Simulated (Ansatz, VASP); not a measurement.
**Os in VASP and in Ansatz**

```xyz
2
Lattice="2.7175 0.0000 0.0000 -1.3588 2.3534 0.0000 0.0000 0.0000 4.2845" Properties=species:S:1:pos:R:3 pbc="T T T"
Os    0.0000    1.5690    1.0711
Os    1.3588    0.7845    3.2133
```

Alike in both runs: task single point; functional LDA; k mesh 5 × 5 × 3; occupations fermi-dirac, width 0.1 eV; no spin polarisation.

```csv
,VASP,Ansatz
version,VASP 6.6.1,Ansatz 0.2.0
potentials or method,"VASP PAW LDA potentials, release 64 (Os_sv_GW), cutoff 500 eV","plane waves (420 eV) with PAW, scalar-relativistic"
valence electrons in the cell,32,32
```

```tsv
	VASP	Ansatz	Ansatz less VASP
pressure (GPa)	0.5	1.3	+0.73
traceless stress, the component that is largest in VASP (GPa)	7.63	7.51	-0.112
```

Ansatz warns that its potentials were made for another functional, while VASP's fit it. LDA's correlation is that of Perdew and Zunger in VASP and of Perdew and Wang (1992) in Ansatz.

The k mesh is coarse, so the values compare programs but aren't converged. Spin-orbit coupling is off throughout.
